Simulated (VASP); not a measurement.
# B5As2 in VASP: a series of runs, part 2 of 2

VASP 6.6.1.

## (4) Single point, PBE

File INCAR:

```
SYSTEM = B5As2
PREC     = Accurate       ! precision mode
ENCUT    = 520            ! plane-wave cutoff, eV
EDIFF    = 1E-6           ! SCF threshold, eV
ISMEAR   = 0              ! smearing method
SIGMA    = 0.2            ! smearing width, eV
LREAL    = .FALSE.        ! projectors in reciprocal space
LASPH    = .TRUE.         ! aspherical terms in the spheres
NELM     = 80             ! most SCF steps
ALGO     = Normal         ! electronic algorithm
ISIF     = 2              ! what is computed and relaxed
LWAVE    = .FALSE.        ! write WAVECAR
LCHARG   = .FALSE.        ! write CHGCAR
GGA      = PE             ! functional
NBANDS   = 22             ! bands
```

File KPOINTS:

```
Automatic mesh
0
G
  8 8 4
  0 0 0
```

File POSCAR:

```
B5As2
1.0
   -0.0023914833     -3.1558920098      0.0006563343
   -2.9316031229      1.5755953951      0.0011623245
    0.5200455074      0.0022381778     -8.4125449719
B As
5 2
Direct
    1.0008953289      1.0000517775      0.5000045099
    0.2697835781      0.5402666040      0.5556184124
    0.7296306631      0.4597209389      0.4444256901
    0.0047877901      0.0098147006      0.1009851477
    0.9950392708      0.9901759982      0.8989892948
    0.3111393455      0.6216199221      0.8028803597
    0.6887240236      0.3783500587      0.1970965854
```

Potentials or basis: VASP PAW PBE potentials, release 64 (B, As).

Run with:

```bash
$ cat potpaw_PBE.64/B/POTCAR potpaw_PBE.64/As/POTCAR > POTCAR
$ mpirun -np 1 vasp_std > vasp.out
```

OUTCAR:

```text
SYSTEM = B5As2
   PREC = Accurate
   ENCUT = 520
   EDIFF = 1E-6
   ISMEAR = 0
   LREAL = .FALSE.
   LASPH = .TRUE.
   NELM = 80
   ISIF = 2
   GGA = PE

 ion  position               nearest neighbor table
   1  0.001  0.000  0.500-   2 1.62   3 1.62   2 2.14   3 2.15   3 2.15   2 2.15
   2  0.270  0.540  0.556-   1 1.62   3 1.84   3 1.84   6 2.08   1 2.14   1 2.15
   3  0.730  0.460  0.444-   1 1.62   2 1.84   2 1.84   7 2.08   1 2.15   1 2.15
   4  0.005  0.010  0.101-   5 1.70   7 2.05   7 2.05   7 2.07
   5  0.995  0.990  0.899-   4 1.70   6 2.05   6 2.05   6 2.07
   6  0.311  0.622  0.803-   5 2.05   5 2.05   5 2.07   2 2.08
   7  0.689  0.378  0.197-   4 2.05   4 2.05   4 2.07   3 2.08

  LATTYP: Found a triclinic cell.
 ALAT       =     3.3325163236
 B/A-ratio  =     0.9470000077
 C/A-ratio  =     2.9901497437
 COS(alpha) =     0.0004781735
 COS(beta)  =     0.4719527725
 COS(gamma) =     0.4748723438

  Lattice vectors:

 A1 = (   2.9339946062,   1.5802966147,  -0.0018186588)
 A2 = (   0.0023914833,   3.1558920098,  -0.0006563343)
 A3 = (   5.3455522217,   0.0024630418,   8.4095639886)

Analysis of symmetry for initial positions (statically):
=====================================================================
 Subroutine PRICEL returns:
 Original cell was already a primitive cell.

 Routine SETGRP: Setting up the symmetry group for a
 triclinic supercell.

 Subroutine GETGRP returns: Found  1 space group operations
 (whereof  1 operations were pure point group operations)
 out of a pool of  2 trial point group operations.

The static configuration has the point symmetry C_1 .

Analysis of symmetry for dynamics (positions and initial velocities):
=====================================================================
 Subroutine PRICEL returns:
 Original cell was already a primitive cell.

 Routine SETGRP: Setting up the symmetry group for a
 triclinic supercell.

 Subroutine GETGRP returns: Found  1 space group operations
 (whereof  1 operations were pure point group operations)
[... 131 lines left out ...]
     AMIX     =   0.40;   BMIX     =  1.00
     AMIX_MAG =   1.60;   BMIX_MAG =  1.00
  volume/ion in A,a.u.               =      11.12        75.06
  Fermi-wavevector in a.u.,A,eV,Ry     =   1.121026  2.118431 17.098420  1.256698
  Thomas-Fermi vector in A             =   2.257676
   LORBIT       =      0    0 simple, 1 ext, 2 COOP (PROOUT), +10 PAW based schemes
   GGA     = PE    functional components
   LHFCALC =     F    Hartree Fock is set to
   AEXX    =    0.0000 exact exchange contribution
   IVDW    =     0    specifies the selected vdW correction
   LEPSILON=     F    determine dielectric tensor
   LRPA    =     F    only Hartree local field effects (RPA)
 non-spin polarized calculation
 Gauss-broadening in eV      SIGMA  =   0.20
  energy-cutoff  :      520.00
  volume of cell :       77.86
 maximum number of plane-waves:      2114
   NGX = 11   NGY = 13   NGZ = 31

 number of electron      24.9999999 magnetization

 Free energy of the ion-electron system (eV)
  ---------------------------------------------------
  ext. energy  EPLUGINS =         0.00000000
  ---------------------------------------------------
  free energy    TOTEN  =       -40.75368819 eV

  energy without entropy =      -40.73371201  energy(sigma->0) =      -40.74370010

 E-fermi :   5.4439     XC(G=0): -10.8682

 val. band max:        5.4052614639   @ k =  -0.2500   0.1250   0.0000
 cond. band min:       5.4545680935   @ k =  -0.1250   0.1250   0.2500
 fundamental gap:      0.0493066296
 Fermi energy:         5.4438773349

 k-point     1 :       0.0000    0.0000    0.0000
  band No.  band energies     occupation
      1      -9.3179      2.00000
      2      -8.1066      2.00000
      3      -7.2010      2.00000
      4      -1.3435      2.00000
      5      -1.0246      2.00000
      6       1.6282      2.00000
[... 589 lines left out ...]
     21      14.1233      0.00000
     22      14.3484      0.00000

 [... further k-points ...]
[... 5 lines left out ...]
  --------------------------------------------------------------------------------------
  -------------------------------------------------------------------------------------
  Total        0.2095880      0.2068672      0.2053624     -0.0271326      0.0142385      0.0186669
  in kB        4.3127977      4.2568108      4.2258462     -0.5583210      0.2929935      0.3841192
  external PRESSURE =       4.2651516 kB  Pullay stress =       0.0000000 kB

 VOLUME and BASIS-vectors are now :
 -----------------------------------------------------------------------------
  energy-cutoff  :      520.00
  volume of cell :       77.86
      direct lattice vectors                 reciprocal lattice vectors
    -0.002391483 -3.155892010  0.000656334    -0.170237135 -0.316740826 -0.010607965
    -2.931603123  1.575595395  0.001162324    -0.340982134  0.000254007 -0.021078717
     0.520045507  0.002238178 -8.412544972    -0.000060394 -0.000024677 -0.118873833

 POSITION                                       TOTAL-FORCE (eV/Angst)
 -----------------------------------------------------------------------------------
      0.25987     -0.00162     -4.20631         0.002803      0.007208      0.001513
     -1.29555      0.00108     -4.67336        -0.008021     -0.007802      0.039292
     -1.11834     -1.57731     -3.73774         0.005643      0.000413     -0.035564
      0.02373      0.00058     -0.84953         0.011530      0.001478      0.056832
     -2.43767     -1.57811     -7.56098        -0.010843     -0.003746     -0.057724
     -1.40555     -0.00070     -6.75334         0.008884      0.005575      0.001088
     -1.00832     -1.57697     -1.65719        -0.009997     -0.003127     -0.005437
 -----------------------------------------------------------------------------------
    total drift:                                0.000001     -0.000006      0.000001

  FREE ENERGIE OF THE ION-ELECTRON SYSTEM (eV)
  ---------------------------------------------------
  free  energy   TOTEN  =       -40.7536881893 eV

  energy  without entropy=      -40.7337120142  energy(sigma->0) =      -40.74370010
```

stdout:

```text
POSCAR found type information on POSCAR B As
 POSCAR found :  2 types and       7 ions
 scaLAPACK will be used
 LDA part: xc-table for (Slater+PW92), standard interpolation
 POSCAR, INCAR and KPOINTS ok, starting setup
 FFT: planning ... GRIDC
 FFT: planning ... GRID_SOFT
 FFT: planning ... GRID
 WAVECAR not read
 entering main loop
```

It took 96 s on 1 thread of Intel Xeon Platinum 8559C (Emerald Rapids), shared host; peak memory 0.32 GiB.

Results:

```
Free energy   : -40.7537 eV
Pressure      : 0.4 GPa
Largest force : 0.059 eV/Å
```

Forces in eV/Å, atoms in the order of the input:
```
B    0.003  0.007  0.002
B   -0.008 -0.008  0.039
B    0.006  0.000 -0.036
B    0.012  0.001  0.057
B   -0.011 -0.004 -0.058
As   0.009  0.006  0.001
As  -0.010 -0.003 -0.005
```

Stress tensor (GPa, compression positive):
```
 0.43 -0.06  0.04
-0.06  0.43  0.03
 0.04  0.03  0.42
```

## (5) The runs side by side

```csv
cell,k mesh,gap on the mesh (eV),pressure (GPa),largest force (eV/Å)
"a = 3.149, b = 3.330, c = 8.436 Å, angles 93.1, 90.0, 118.2°, 7 atoms",6 × 6 × 4,none,0.5,0.05
"a = 3.152, b = 3.332, c = 8.428 Å, angles 93.2, 90.0, 118.2°, 7 atoms",8 × 8 × 4,none,0.5,0.06
"a = 3.156, b = 3.328, c = 8.429 Å, angles 93.1, 90.0, 118.2°, 7 atoms",8 × 8 × 4,none,0.4,0.06
```

Alike in all rows: task single point; level PBE; potentials or basis VASP PAW PBE potentials, release 64 (B, As); no spin polarisation; cutoff (eV) 520; smearing gaussian 0.2 eV.

Caveats: some runs use coarse meshes.

Total energies depend on the potentials used, so only differences within one code and one set of settings carry meaning.
